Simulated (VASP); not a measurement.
A run of VASP 6.6.1 is set up as follows.

File INCAR:

```
  ALGO = Normal
  EDIFF = 1E-6
  ENCUT = 560
  GGA = PS
  GGA_COMPAT = F
  ISIF = 2
  ISMEAR = -1
  LASPH = T
  LCHARG = F
  LREAL = F
  LWAVE = F
  NBANDS = 14
  NELM = 120
  PREC = Accurate
  SIGMA = 0.05
```

The input KPOINTS:

```
k-points
0
Gamma
  20 20 20
```

POSCAR

```
Ir
1.0
    0.0000000000      1.9025673901      1.9025673901
    1.9025673901      0.0000000000      1.9025673901
    1.9025673901      1.9025673901      0.0000000000
Ir
1
Direct
    0.0000000000      0.0000000000      0.0000000000
```

Potentials or basis: VASP PAW PBE potentials, release 64 (Ir_sv_GW).

Launch:

```bash
$ cat potpaw_PBE.64/Ir_sv_GW/POTCAR > POTCAR
$ mpirun -np 1 vasp_std > vasp.out
```

(1) What does it give for the pressure?

(2) What does it give for the band gap on the k mesh?

Results:

(1) 6.0 GPa.

(2) zero (an odd number of electrons rules out a gap without spin polarisation).

Caveat: the cell stands under pressure; the PAW data sets were made with another functional, which shifts forces and pressure a little; spin-orbit coupling is left out, which moves the levels of the heavy elements.
